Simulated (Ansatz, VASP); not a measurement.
## Mo4W in VASP and in Ansatz

```
Mo W
1.0
     4.66253    0.00000    0.00000
     0.00000    4.66253    0.00000
     0.00000    0.00000    4.66253
Mo W
4 1
Direct
  0.00000 0.00000 0.00000
  0.50000 0.50000 0.00000
  0.50000 0.00000 0.50000
  0.00000 0.50000 0.50000
  0.50000 0.50000 0.50000
```

Change from the starting cell: species swapped into the Ni4N type (Pm-3m, No. 221).

Alike in both runs: functional PBE; k mesh 4 × 4 × 4; occupations gaussian, width 0.1 eV; no spin polarisation.

Ansatz relaxed the structure, and its values are those at the end. VASP's run is a single point on that final structure, the one shown.

|  | VASP | Ansatz |
| --- | --- | --- |
| version | VASP 6.6.1 | Ansatz 0.2.0 |
| potentials or method | VASP PAW PBE potentials, release 64 (Mo_sv, W_sv), cutoff 520 eV | scalar-relativistic, plane waves, PAW |
| valence electrons in the cell | 70 | 70 |

```tsv
	VASP	Ansatz	Ansatz less VASP
gap on the k mesh at the Fermi level (eV)	none	none	-
pressure (GPa)	1.1	0.0	-1.08
```

A gap of «none» marks a metal or a gap that the smearing closes. With one functional, cell and mesh, what is left measures potentials, basis and numerics.

Spin-orbit coupling is off throughout.
